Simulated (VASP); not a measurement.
# MgB2 (P6/mmm) in VASP: settings compared, part 2 of 2

VASP 6.6.1. Earlier steps stand in the parts before.

## (4) Electric field gradients, PBE

INCAR

```
SYSTEM = MgB2
PREC = Accurate
ENCUT = 520
EDIFF = 1E-8
ISMEAR = -1
SIGMA = 0.05
LREAL = .FALSE.
LASPH = .TRUE.
NELM = 100
ALGO = Normal
ISIF = 2
LWAVE = .FALSE.
LCHARG = .FALSE.
GGA = PE
LEFG = .TRUE.
NBANDS = 11
```

KPOINTS

```
regular mesh
0
G
  10 10 8
  0 0 0
```

POSCAR

```
MgB2
1.0
    3.0850000000      0.0000000000      0.0000000000
   -1.5425000000      2.6716883707      0.0000000000
    0.0000000000      0.0000000000      3.5230000000
Mg B
1 2
Direct
    0.0000000000      0.0000000000      0.0000000000
    0.6666666667      0.3333333333      0.5000000000
    0.3333333333      0.6666666667      0.5000000000
```

Potentials or basis: VASP PAW PBE potentials, release 64 (Mg, B).

Launch:

```bash
$ cat potpaw_PBE.64/Mg/POTCAR potpaw_PBE.64/B/POTCAR > POTCAR
$ mpirun -np 1 vasp_std > vasp.out
```

OUTCAR:

```text
SYSTEM = MgB2
   PREC = Accurate
   ENCUT = 520
   EDIFF = 1E-8
   ISMEAR = -1
   LREAL = .FALSE.
   LASPH = .TRUE.
   NELM = 100
   ISIF = 2
   GGA = PE

 ion  position               nearest neighbor table
   1  0.000  0.000  0.000-   2 2.51   3 2.51   2 2.51   3 2.51   2 2.51   2 2.51   3 2.51   3 2.51
                             2 2.51   2 2.51   3 2.51   3 2.51
   2  0.667  0.333  0.500-   3 1.78   3 1.78   3 1.78   1 2.51   1 2.51   1 2.51   1 2.51   1 2.51
                             1 2.51
   3  0.333  0.667  0.500-   2 1.78   2 1.78   2 1.78   1 2.51   1 2.51   1 2.51   1 2.51   1 2.51
                             1 2.51

  LATTYP: Found a hexagonal cell.
[... 565 lines left out ...]
 ion       V_xx      V_yy      V_zz      V_xy      V_xz      V_yz
---------------------------------------------------------------------
   1       0.140     0.140    -0.280    -0.000    -0.000     0.000
   2     -10.094   -10.094    20.189    -0.000     0.000     0.000
   3     -10.094   -10.094    20.189    -0.000     0.000    -0.000
---------------------------------------------------------------------

 Electric field gradients after diagonalization (V/A^2)
 (convention: |V_zz| > |V_xx| > |V_yy|)
----------------------------------------------------------------------
 ion       V_xx      V_yy      V_zz     asymmetry (V_yy - V_xx)/ V_zz
----------------------------------------------------------------------
   1       0.140     0.140    -0.280       0.000
   2     -10.095   -10.094    20.189       0.000
   3     -10.095   -10.094    20.189       0.000
----------------------------------------------------------------------

           NMR quadrupolar parameters

 Cq : quadrupolar parameter    Cq=e*Q*V_zz/h
 eta: asymmetry parameters     (V_yy - V_xx)/ V_zz
 Q  : nuclear electric quadrupole moment in mb (millibarn)
----------------------------------------------------------------------
 ion       Cq(MHz)       eta       Q (mb)
----------------------------------------------------------------------
   1      -0.001       0.000       1.000
   2       0.049       0.000       1.000
   3       0.049       0.000       1.000
----------------------------------------------------------------------
```

OSZICAR:

```text
N       E                     dE             d eps       ncg     rms          rms(c)
DAV:   1     0.352946974054E+01    0.35295E+01   -0.37830E+03  1708   0.609E+02
DAV:   2    -0.164806324504E+02   -0.20010E+02   -0.18812E+02  1969   0.107E+02
DAV:   3    -0.170007582662E+02   -0.52013E+00   -0.51882E+00  1971   0.140E+01
DAV:   4    -0.170020469997E+02   -0.12887E-02   -0.12887E-02  1772   0.780E-01
DAV:   5    -0.170020529770E+02   -0.59774E-05   -0.59778E-05  1912   0.533E-02    0.521E+00
DAV:   6    -0.155815021468E+02    0.14206E+01   -0.17695E+00  1732   0.614E+00    0.252E+00
DAV:   7    -0.153284097003E+02    0.25309E+00   -0.10003E+00  1804   0.459E+00    0.753E-01
DAV:   8    -0.153304209617E+02   -0.20113E-02   -0.88600E-02  1743   0.163E+00    0.360E-01
DAV:   9    -0.153236398373E+02    0.67811E-02   -0.15621E-02  1708   0.574E-01    0.693E-02
DAV:  10    -0.153235364498E+02    0.10339E-03   -0.12197E-03  1870   0.188E-01    0.251E-02
DAV:  11    -0.153235273453E+02    0.91045E-05   -0.52424E-05  1737   0.449E-02    0.326E-03
DAV:  12    -0.153235272776E+02    0.67738E-07   -0.55453E-07  1830   0.529E-03    0.133E-03
DAV:  13    -0.153235272876E+02   -0.10007E-07   -0.13897E-07  1835   0.202E-03    0.154E-04
DAV:  14    -0.153235272798E+02    0.77739E-08   -0.27901E-09  1016   0.395E-04
   1 F= -.15323527E+02 E0= -.15320464E+02  d E =-.612562E-02
```

stdout:

```text
POSCAR found type information on POSCAR MgB
 POSCAR found :  2 types and       3 ions
 scaLAPACK will be used
 LDA part: xc-table for (Slater+PW92), standard interpolation
 POSCAR, INCAR and KPOINTS ok, starting setup
 FFT: planning ... GRIDC
 FFT: planning ... GRID_SOFT
 FFT: planning ... GRID
 WAVECAR not read
 entering main loop
ion   1

ion   2

ion   3
```

Wall time 23 s (1 thread of Intel Xeon 8259CL, shared host); peak memory 0.16 GiB.

What came out:

| Item | Value |
| --- | --- |
| Free energy | -15.3235 eV |
| Pressure | -1.2 GPa |
| Band gap on the k mesh | zero (band 4 reaches 6.39 eV, above the bottom of band 5 at 3.94 eV) |

Stress tensor (GPa, compression positive):
```
-1.11  0.00  0.00
 0.00 -1.11  0.00
 0.00  0.00 -1.27
```

Electric field gradients, principal values (V/Å²):
```csv
atom,least,middle,greatest (by size)
1 Mg,0.140,0.140,-0.280
2 B,-10.094,-10.095,20.189
3 B,-10.094,-10.095,20.189
```

Caveat: without QUAD_EFG the Cq values of the log hold for a quadrupole moment of 1 mb, not for the nuclei.

## (5) Density of states, PBE

POSCAR is that of step 4.

INCAR.step1

```
SYSTEM = MgB2
ALGO = Normal ; EDIFF = 1E-7
ENCUT = 520 ; GGA = PE
ISIF = 2 ; ISMEAR = -1
LASPH = .TRUE. ; LCHARG = .TRUE.
LREAL = .FALSE. ; LWAVE = .FALSE.
NBANDS = 11 ; NELM = 60
PREC = Accurate ; SIGMA = 0.05
```

KPOINTS.step1

```
k-points
0
G
  10 10 8
  0 0 0
```

INCAR.step2

```
SYSTEM = MgB2
ALGO = Normal ; EDIFF = 1E-7
ENCUT = 520 ; GGA = PE
ICHARG = 11 ; ISIF = 2
ISMEAR = -5 ; LASPH = .TRUE.
LCHARG = .FALSE. ; LORBIT = 11
LREAL = .FALSE. ; LWAVE = .FALSE.
NEDOS = 1001 ; NELM = 60
PREC = Accurate ; SIGMA = 0.05
```

KPOINTS.step2

```
k-points
0
G
  15 15 12
  0 0 0
```

Launch:

```bash
$ cat potpaw_PBE.64/Mg/POTCAR potpaw_PBE.64/B/POTCAR > POTCAR
$ cp INCAR.step1 INCAR
$ cp KPOINTS.step1 KPOINTS
$ mpirun -np 1 vasp_std > vasp.out
$ cp INCAR.step2 INCAR
$ cp KPOINTS.step2 KPOINTS
$ mpirun -np 1 vasp_std > vasp.out
```

Wall time 46 s (1 thread of Intel Xeon 8259CL, shared host); peak memory 0.18 GiB.

The run converged. Its results:

```yaml
Valence_electrons_inside_the_program's_atomic_spheres: Mg 0.39; B 1.92
```

Levels at points of the mesh, in eV from the Fermi level:
```tsv
k point	band 1	band 2	band 3	band 4	band 5	band 6	band 7	band 8
(0.00, 0.00, 0.00)	-12.37	-2.89	0.41	0.41	1.69	6.35	6.35	8.12
(0.00, 0.00, 0.50)	-11.09	-7.38	0.79	0.79	6.68	6.68	7.99	9.88
```

Caveat: tetrahedron occupations give inexact forces and stress in metals.

## (6) Density of states, LDA

POSCAR is that of step 5.

INCAR.step1

```
SYSTEM = MgB2
  PREC = Accurate
  ENCUT = 520
  EDIFF = 1E-6
  ISMEAR = -1
  SIGMA = 0.05
  LREAL = .False.
  LASPH = .True.
  NELM = 60
  ALGO = Normal
  ISIF = 2
  LWAVE = .False.
  LCHARG = .True.
  NBANDS = 11
```

KPOINTS.step1

```
regular mesh
0
Gamma
  10 10 8
  0 0 0
```

INCAR.step2

```
SYSTEM = MgB2
  PREC = Accurate
  ENCUT = 520
  EDIFF = 1E-6
  ISMEAR = -5
  SIGMA = 0.05
  LREAL = .False.
  LASPH = .True.
  NELM = 60
  ALGO = Normal
  ISIF = 2
  LWAVE = .False.
  LCHARG = .False.
  LORBIT = 11
  NBANDS = 11
  NEDOS = 2001
  ICHARG = 11
```

KPOINTS.step2

```
regular mesh
0
Gamma
  15 15 12
  0 0 0
```

Potentials or basis: VASP PAW LDA potentials, release 64 (Mg, B).

Launch:

```bash
$ cat potpaw_LDA.64/Mg/POTCAR potpaw_LDA.64/B/POTCAR > POTCAR
$ cp INCAR.step1 INCAR
$ cp KPOINTS.step1 KPOINTS
$ mpirun -np 1 vasp_std > vasp.out
$ cp INCAR.step2 INCAR
$ cp KPOINTS.step2 KPOINTS
$ mpirun -np 1 vasp_std > vasp.out
```

OUTCAR:

```text
SYSTEM = MgB2
   PREC = Accurate
   ENCUT = 520
   EDIFF = 1E-6
   ISMEAR = -5
   LREAL = .False.
   LASPH = .True.
   NELM = 60
   ISIF = 2
   LORBIT = 11
   ICHARG = 11

 ion  position               nearest neighbor table
   1  0.000  0.000  0.000-   2 2.51   3 2.51   2 2.51   3 2.51   2 2.51   2 2.51   3 2.51   3 2.51
                             2 2.51   2 2.51   3 2.51   3 2.51
   2  0.667  0.333  0.500-   3 1.78   3 1.78   3 1.78   1 2.51   1 2.51   1 2.51   1 2.51   1 2.51
                             1 2.51
   3  0.333  0.667  0.500-   2 1.78   2 1.78   2 1.78   1 2.51   1 2.51   1 2.51   1 2.51   1 2.51
                             1 2.51

  LATTYP: Found a hexagonal cell.
 ALAT       =     3.0850000000
[... 538 lines left out ...]
  in kB      -89.2770650    -89.2770650    -71.1257066      0.0000000      0.0000000     -0.0000000
  external PRESSURE =     -83.2266122 kB  Pullay stress =       0.0000000 kB

 VOLUME and BASIS-vectors are now :
 -----------------------------------------------------------------------------
  energy-cutoff  :      520.00
  volume of cell :       29.04
      direct lattice vectors                 reciprocal lattice vectors
     3.085000000  0.000000000  0.000000000     0.324149109  0.187147575  0.000000000
    -1.542500000  2.671688371  0.000000000     0.000000000  0.374295150  0.000000000
     0.000000000  0.000000000  3.523000000     0.000000000  0.000000000  0.283848992

 POSITION                                       TOTAL-FORCE (eV/Angst)
 -----------------------------------------------------------------------------------
      0.00000      0.00000      0.00000         0.000000      0.000000      0.000000
      1.54250      0.89056      1.76150        -0.000000      0.000000      0.000000
     -0.00000      1.78113      1.76150         0.000000      0.000000      0.000000
 -----------------------------------------------------------------------------------
    total drift:                                0.000000     -0.000000      0.000000

  FREE ENERGIE OF THE ION-ELECTRON SYSTEM (eV)
  ---------------------------------------------------
  free  energy   TOTEN  =       -17.2472871640 eV

  energy  without entropy=      -17.2472871640  energy(sigma->0) =      -17.24728716

 total charge

# of ion       s       p       d       tot
------------------------------------------
    1        0.164   0.183   0.057   0.404
    2        0.680   1.236   0.000   1.917
    3        0.680   1.236   0.000   1.917
--------------------------------------------------
tot          1.525   2.656   0.057   4.238
```

Wall time 24 s (1 thread of AMD EPYC 9R45 (Zen 5), shared host); peak memory 0.15 GiB.

What came out:

- Valence electrons inside the program's atomic spheres: Mg 0.40; B 1.92

Caveat: tetrahedron occupations give inexact forces and stress in metals.
